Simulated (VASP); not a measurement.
Here is a VASP 6.6.1 calculation.

File INCAR:

```
SYSTEM = C
ALGO = Normal
EDIFF = 1E-6
ENCUT = 520
GGA = PS
ISIF = 2
ISMEAR = 0
IVDW = 12
LASPH = .True.
LCHARG = .False.
LREAL = .False.
LWAVE = .False.
NBANDS = 11
NELM = 80
PREC = Accurate
SIGMA = 0.05
```

KPOINTS

```
k-points
0
Gamma
  15 15 15
  0 0 0
```

The input POSCAR:

```
C
1.0
    1.2085210405      0.6977399481      3.2281429160
   -1.2085210405      0.6977399481      3.2281429160
    0.0000000000     -1.3954798961      3.2281429160
C
2
Direct
    0.1421744425      0.1909927899      0.1665836162
    0.8578255575      0.8090072101      0.8334163838
```

Potentials or basis: VASP PAW PBE potentials, release 64 (C).

Launch:

```bash
$ cat potpaw_PBE.64/C/POTCAR > POTCAR
$ mpirun -np 1 vasp_std > vasp.out
```

Question: Predict the largest force.

Answer: 7.468 eV/Å.

Question: Estimate the pressure.

Answer: 25.2 GPa.

Forces in eV/Å, atoms in the order of the input:
```
C    7.379 -1.152 -0.001
C   -7.379  1.152  0.001
```

Caveat: the cell differs from its parent crystal (atoms displaced along a vibrational mode, the cell strained); the cell stands under pressure; the PAW data sets were made with another functional, which shifts forces and pressure a little.
